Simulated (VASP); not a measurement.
# Ir (Fm-3m) in VASP: further runs, part 2 of 2

VASP 6.6.1. Earlier steps stand in the parts before.

### Step 4. Single point, PBE (volume scaled by 0.94)

The input, INCAR:

```
ALGO     = Normal         # electronic algorithm
EDIFF    = 1E-6           # SCF threshold, eV
ENCUT    = 500            # plane-wave cutoff, eV
GGA      = PE             # functional
GGA_COMPAT= F            
ISIF     = 2              # what is computed and relaxed
ISMEAR   = 0              # smearing method
LASPH    = T              # aspherical terms in the spheres
LCHARG   = T              # write CHGCAR
LELF     = T              # ELF
LREAL    = F              # projectors in reciprocal space
LVHAR    = T            
LWAVE    = F              # write WAVECAR
NBANDS   = 10             # bands
NELM     = 120            # most SCF steps
PREC     = Accurate       # precision mode
SIGMA    = 0.1            # smearing width, eV
```

The input, KPOINTS:

```
k-points
0
Gamma
  18 18 18
```

The input, POSCAR:

```
Ir
1.0
    0.0000000000      1.8958228455      1.8958228455
    1.8958228455      0.0000000000      1.8958228455
    1.8958228455      1.8958228455      0.0000000000
Ir
1
Direct
    0.0000000000      0.0000000000      0.0000000000
```

Potentials or basis: VASP PAW PBE potentials, release 64 (Ir).

On the command line:

```sh
> cat potpaw_PBE.64/Ir/POTCAR > POTCAR
> mpirun -np 1 vasp_std > vasp.out
```

OUTCAR:

```text
EDIFF = 1E-6
   ENCUT = 500
   GGA = PE
   ISIF = 2
   ISMEAR = 0
   LASPH = T
   LREAL = F
   NELM = 120
   PREC = Accurate

 ion  position               nearest neighbor table
   1  0.000  0.000  0.000-

  LATTYP: Found a face centered cubic cell.
 ALAT       =     3.7916456910

  Lattice vectors:

 A1 = (   0.0000000000,   1.8958228455,   1.8958228455)
 A2 = (   1.8958228455,   0.0000000000,   1.8958228455)
 A3 = (   1.8958228455,   1.8958228455,   0.0000000000)

Analysis of symmetry for initial positions (statically):
=====================================================================
 Subroutine PRICEL returns:
 Original cell was already a primitive cell.

 Routine SETGRP: Setting up the symmetry group for a
 face centered cubic supercell.

 Subroutine GETGRP returns: Found 48 space group operations
[... 9 lines left out ...]

 Routine SETGRP: Setting up the symmetry group for a
 face centered cubic supercell.

 Subroutine GETGRP returns: Found 48 space group operations
[... 11 lines left out ...]
                                     Primitive cell

  volume of cell :      13.6277

  direct lattice vectors                    reciprocal lattice vectors
     0.000000000  1.895822845  1.895822845    -0.263737723  0.263737723  0.263737723
     1.895822845  0.000000000  1.895822845     0.263737723 -0.263737723  0.263737723
     1.895822845  1.895822845  0.000000000     0.263737723  0.263737723 -0.263737723

  length of vectors
     2.681098380  2.681098380  2.681098380     0.456807136  0.456807136  0.456807136

  position of ions in fractional coordinates (direct lattice)
     0.000000000  0.000000000  0.000000000

  ion indices of the primitive-cell ions
   primitive index   ion index
                 1           1

----------------------------------------------------------------------------------------

 KPOINTS: k-points

Automatic generation of k-mesh.
 Grid dimensions read from file:
 generate k-points for:   18   18   18

 Generating k-lattice:

  Cartesian coordinates                     Fractional coordinates (reciprocal lattice)
    -0.014652096  0.014652096  0.014652096     0.055555556  0.000000000  0.000000000
     0.014652096 -0.014652096  0.014652096     0.000000000  0.055555556  0.000000000
     0.014652096  0.014652096 -0.014652096     0.000000000  0.000000000  0.055555556

  Length of vectors
     0.025378174  0.025378174  0.025378174

  Shift w.r.t. Gamma in fractional coordinates (k-lattice)
     0.000000000  0.000000000  0.000000000

 Subroutine IBZKPT returns following result:
 ===========================================

 Found    195 irreducible k-points:

 Following reciprocal coordinates:
            Coordinates               Weight
  0.000000  0.000000  0.000000      1.000000
  0.055556  0.000000  0.000000      8.000000
  0.111111  0.000000  0.000000      8.000000
  0.166667  0.000000  0.000000      8.000000
  0.222222  0.000000  0.000000      8.000000
  0.277778  0.000000  0.000000      8.000000
[... 16 lines left out ...]
 -0.277778  0.055556  0.000000     24.000000
 -0.222222  0.055556  0.000000     24.000000
 [... further k-points ...]
   k-points           NKPTS =    195   k-points in BZ     NKDIM =    195   number of bands    NBANDS=     10
   number of dos      NEDOS =    301   number of ions     NIONS =      1
   total plane-waves  NPLWV =   8000
   dimension x,y,z NGX =    20 NGY =   20 NGZ =   20
   dimension x,y,z NGXF=    40 NGYF=   40 NGZF=   40
   ions per type =               1
   NGX,Y,Z   is equivalent  to a cutoff of  12.40, 12.40, 12.40 a.u.
   NGXF,Y,Z  is equivalent  to a cutoff of  24.80, 24.80, 24.80 a.u.
 SYSTEM =  unknown system
   PREC   = accura    normal or accurate (medium, high low for compatibility)
   ISTART =      0    job   : 0-new  1-cont  2-samecut
   ICHARG =      2    charge: 1-file 2-atom 10-const
   ISPIN  =      1    spin polarized calculation?
   LNONCOLLINEAR =      F non collinear calculations
   LSORBIT =      F    spin-orbit coupling
   LASPH  =      T    aspherical Exc in radial PAW
   ENCUT  =  500.0 eV  36.75 Ry    6.06 a.u.   4.89  4.89  4.89*2*pi/ulx,y,z
   NELM   =    120;   NELMIN=  2; NELMDL= -5     # of ELM steps
   EDIFF  = 0.1E-05   stopping-criterion for ELM
   LREAL  =      F    real-space projection
   EDIFFG = 0.1E-04   stopping-criterion for IOM
   NSW    =      0    number of steps for IOM
   IBRION =     -1    ionic relax: 0-MD 1-quasi-New 2-CG
   NFREE  =      0    steps in history (QN), initial steepest desc. (CG)
   ISIF   =      2    stress and relaxation
   ISYM   =      2    0-nonsym 1-usesym 2-fastsym
   POTIM  = 0.5000    time-step for ionic-motion
   TEBEG  =    0.0;   TEEND  =   0.0 temperature during run
   PSTRESS=    0.0 pullay stress
   NELECT =       9.0000    total number of electrons
   NUPDOWN=      -1.0000    fix difference up-down
   EMIN   =  10.00;   EMAX   =-10.00  energy-range for DOS
   EFERMI =   0.00;   METHOD = LEGACY
   ISMEAR =     0;   SIGMA  =   0.10  broadening in eV -4-tet -1-fermi 0-gaus
   EFERMI_NEDOS =   21; number of points for ismear=-14 and -15
   IALGO  =     38    algorithm
   IMIX   =      4    mixing-type and parameters
     AMIX     =   0.40;   BMIX     =  1.00
     AMIX_MAG =   1.60;   BMIX_MAG =  1.00
  volume/ion in A,a.u.               =      13.63        91.96
  Fermi-wavevector in a.u.,A,eV,Ry     =   1.425655  2.694098 27.653753  2.032494
  Thomas-Fermi vector in A             =   2.546016
   LORBIT       =      0    0 simple, 1 ext, 2 COOP (PROOUT), +10 PAW based schemes
   GGA     = PE    functional components
   LHFCALC =     F    Hartree Fock is set to
   AEXX    =    0.0000 exact exchange contribution
   IVDW    =     0    specifies the selected vdW correction
   LEPSILON=     F    determine dielectric tensor
   LRPA    =     F    only Hartree local field effects (RPA)
 non-spin polarized calculation
 Gauss-broadening in eV      SIGMA  =   0.10
  energy-cutoff  :      500.00
  volume of cell :       13.63
 maximum number of plane-waves:       356
   NGX =  9   NGY =  9   NGZ =  9

 number of electron       9.0000001 magnetization

 Free energy of the ion-electron system (eV)
  ---------------------------------------------------
  ext. energy  EPLUGINS =         0.00000000
  ---------------------------------------------------
  free energy    TOTEN  =        -8.78555948 eV

  energy without entropy =       -8.78081688  energy(sigma->0) =       -8.78318818

 E-fermi :  11.1120     XC(G=0): -14.2119

 val. band max:       11.1044565533   @ k =   0.5000   0.2222   0.1111
 cond. band min:      11.1210280970   @ k =   0.3333   0.1111   0.0556
 fundamental gap:      0.0165715437
 Fermi energy:        11.1120328381

 k-point     1 :       0.0000    0.0000    0.0000
  band No.  band energies     occupation
      1      -0.4593      2.00000
      2       6.9560      2.00000
      3       6.9560      2.00000
      4       6.9560      2.00000
      5       9.8105      2.00000
      6       9.8105      2.00000
      7      25.3115      0.00000
      8      31.1247      0.00000
      9      31.1247      0.00000
     10      31.1247      0.00000

 k-point     2 :       0.0556    0.0000    0.0000
  band No.  band energies     occupation
      1      -0.3161      2.00000
      2       6.8769      2.00000
      3       7.0194      2.00000
      4       7.0194      2.00000
      5       9.7680      2.00000
      6       9.7680      2.00000
      7      25.5646      0.00000
      8      30.3658      0.00000
      9      31.3646      0.00000
     10      31.3646      0.00000

 k-point     3 :       0.1111    0.0000    0.0000
  band No.  band energies     occupation
      1       0.0983      2.00000
      2       6.6748      2.00000
      3       7.1853      2.00000
      4       7.1853      2.00000
      5       9.6748      2.00000
      6       9.6748      2.00000
      7      26.2597      0.00000
      8      28.8955      0.00000
      9      32.0624      0.00000
     10      32.0624      0.00000
[... 248 lines left out ...]
 k-point    23 :      -0.2778    0.0556    0.0000
  band No.  band energies     occupation
      1       2.3865      2.00000
      2       6.6387      2.00000
      3       7.2768      2.00000
      4       7.3892      2.00000
      5      10.0083      2.00000
      6      10.9869      1.92321
      7      23.8419      0.00000
      8      27.6026      0.00000
      9      33.3669      0.00000
     10      35.1918      0.00000

 k-point    24 :      -0.2222    0.0556    0.0000
  band No.  band energies     occupation
      1       1.8225      2.00000
      2       6.2590      2.00000
      3       7.4351      2.00000
      4       7.5316      2.00000
      5       9.4928      2.00000
      6      10.4112      2.00000
      7      25.3852      0.00000
      8      28.2416      0.00000
      9      33.5459      0.00000
     10      34.7936      0.00000

 [... further k-points ...]
[... 5 lines left out ...]
  --------------------------------------------------------------------------------------
  -------------------------------------------------------------------------------------
  Total        2.2092558      2.2092558      2.2092558      0.0000000     -0.0000000      0.0000000
  in kB      259.7367105    259.7367105    259.7367105      0.0000000     -0.0000000      0.0000000
  external PRESSURE =     259.7367105 kB  Pullay stress =       0.0000000 kB

 VOLUME and BASIS-vectors are now :
 -----------------------------------------------------------------------------
  energy-cutoff  :      500.00
  volume of cell :       13.63
      direct lattice vectors                 reciprocal lattice vectors
     0.000000000  1.895822845  1.895822845    -0.263737723  0.263737723  0.263737723
     1.895822845  0.000000000  1.895822845     0.263737723 -0.263737723  0.263737723
     1.895822845  1.895822845  0.000000000     0.263737723  0.263737723 -0.263737723

 POSITION                                       TOTAL-FORCE (eV/Angst)
 -----------------------------------------------------------------------------------
      0.00000      0.00000      0.00000         0.000000      0.000000      0.000000
 -----------------------------------------------------------------------------------
    total drift:                                0.000000      0.000000      0.000000

  FREE ENERGIE OF THE ION-ELECTRON SYSTEM (eV)
  ---------------------------------------------------
  free  energy   TOTEN  =        -8.7855594781 eV

  energy  without entropy=       -8.7808168832  energy(sigma->0) =       -8.78318818
```

Wall time 12 s (1 thread of Intel Xeon Platinum 8488C (Sapphire Rapids), shared host); peak memory 0.14 GiB.

What came out:

```
Free energy : -8.7856 eV
Pressure    : 26.0 GPa
```

Levels at points of the mesh, in eV from the Fermi level:
```csv
k point,band 1,band 2,band 3,band 4,band 5,band 6,band 7,band 8
"(0.00, 0.00, 0.00)",-11.57,-4.16,-4.16,-4.16,-1.30,-1.30,14.20,20.01
"(0.50, 0.00, 0.00)",-8.55,-4.27,-4.27,-0.90,0.93,0.93,7.62,13.75
"(0.50, 0.50, 0.00)",-8.40,-7.80,0.89,1.55,1.55,1.66,11.00,11.85
```

Caveat: spin-orbit coupling is left out, which moves the levels of the heavy elements.

### Step 5. Single point, PBE (volume scaled by 0.97)

The input, INCAR:

```
PREC = Accurate ; ENCUT = 500
EDIFF = 1E-6 ; ISMEAR = 0
SIGMA = 0.1 ; LREAL = False
LASPH = True ; NELM = 120
ALGO = Normal ; ISIF = 2
LWAVE = False ; LCHARG = False
GGA = PE ; NBANDS = 10
GGA_COMPAT = False
```

The input, KPOINTS:

```
Automatic mesh
0
Gamma
  18 18 18
```

The input, POSCAR:

```
Ir
1.0
    0.0000000000      1.9157803420      1.9157803420
    1.9157803420      0.0000000000      1.9157803420
    1.9157803420      1.9157803420      0.0000000000
Ir
1
Direct
    0.0000000000      0.0000000000      0.0000000000
```

On the command line:

```sh
> cat potpaw_PBE.64/Ir/POTCAR > POTCAR
> mpirun -np 1 vasp_std > vasp.out
```

Run time: 12 s. Hardware: 1 thread of Intel Xeon Platinum 8488C (Sapphire Rapids), shared host; peak memory 0.15 GiB.

The run converged. Its results:

```
Free energy : -8.8369 eV
Pressure    : 12.0 GPa
```

Levels at points of the mesh, in eV from the Fermi level:
| k point | band 1 | band 2 | band 3 | band 4 | band 5 | band 6 | band 7 | band 8 | band 9 |
| --- | --- | --- | --- | --- | --- | --- | --- | --- | --- |
| (0.00, 0.00, 0.00) | -11.22 | -3.96 | -3.96 | -3.96 | -1.24 | -1.24 | 14.28 | 19.90 | 19.90 |
| (0.50, 0.00, 0.00) | -8.20 | -4.06 | -4.06 | -0.81 | 0.87 | 0.87 | 7.29 | 13.82 | 19.81 |
| (0.50, 0.50, 0.00) | -8.02 | -7.44 | 0.84 | 1.46 | 1.46 | 1.66 | 10.56 | 11.70 | 11.70 |

Caveat: spin-orbit coupling is left out, which moves the levels of the heavy elements.

### Step 6. Single point, PBE (volume scaled by 1.03)

The input, INCAR:

```
PREC = Accurate
ENCUT = 500
EDIFF = 1E-6
ISMEAR = 0
SIGMA = 0.1
LREAL = False
LASPH = True
NELM = 120
ALGO = Normal
ISIF = 2
LWAVE = False
LCHARG = False
GGA = PE
NBANDS = 10
GGA_COMPAT = False
```

KPOINTS is that of step 5.

The input, POSCAR:

```
Ir
1.0
    0.0000000000      1.9544934054      1.9544934054
    1.9544934054      0.0000000000      1.9544934054
    1.9544934054      1.9544934054      0.0000000000
Ir
1
Direct
    0.0000000000      0.0000000000      0.0000000000
```

Potentials or basis: VASP PAW PBE potentials, release 64 (Ir).

On the command line:

```sh
> cat potpaw_PBE.64/Ir/POTCAR > POTCAR
> mpirun -np 1 vasp_std > vasp.out
```

Run time: 11 s. Hardware: 1 thread of Intel Xeon Platinum 8488C (Sapphire Rapids), shared host; peak memory 0.15 GiB.

Results (log left out):

```
Free energy : -8.8416 eV
Pressure    : -9.2 GPa
```

Levels at points of the mesh, in eV from the Fermi level:
```
           k point  band 1  band 2  band 3  band 4  band 5  band 6  band 7  band 8
(0.00, 0.00, 0.00)  -10.57   -3.60   -3.60   -3.60   -1.14   -1.14   14.39   19.66
(0.50, 0.00, 0.00)   -7.57   -3.69   -3.69   -0.64    0.78    0.78    6.70   13.93
(0.50, 0.50, 0.00)   -7.33   -6.79    0.75    1.30    1.30    1.69    9.76   11.43
```

Caveat: spin-orbit coupling is left out, which moves the levels of the heavy elements.

### Step 7. The runs side by side

| cell | gap on the mesh (eV) | pressure (GPa) |
| --- | --- | --- |
| a = 2.623 Å, angles 60.0°, 1 atom | none | 62.8 |
| a = 2.652 Å, angles 60.0°, 1 atom | none | 42.7 |
| a = 2.681 Å, angles 60.0°, 1 atom | none | 26.0 |
| a = 2.709 Å, angles 60.0°, 1 atom | none | 12.0 |
| a = 2.764 Å, angles 60.0°, 1 atom | none | -9.2 |

Alike in all rows: task single point; level PBE; potentials or basis VASP PAW PBE potentials, release 64 (Ir); no spin polarisation; k mesh 18 × 18 × 18; cutoff (eV) 500; smearing gaussian 0.1 eV.

Caveats: spin-orbit coupling is left out, which moves the levels of the heavy elements.

Absolute energies hang on the potentials; compare differences alone.
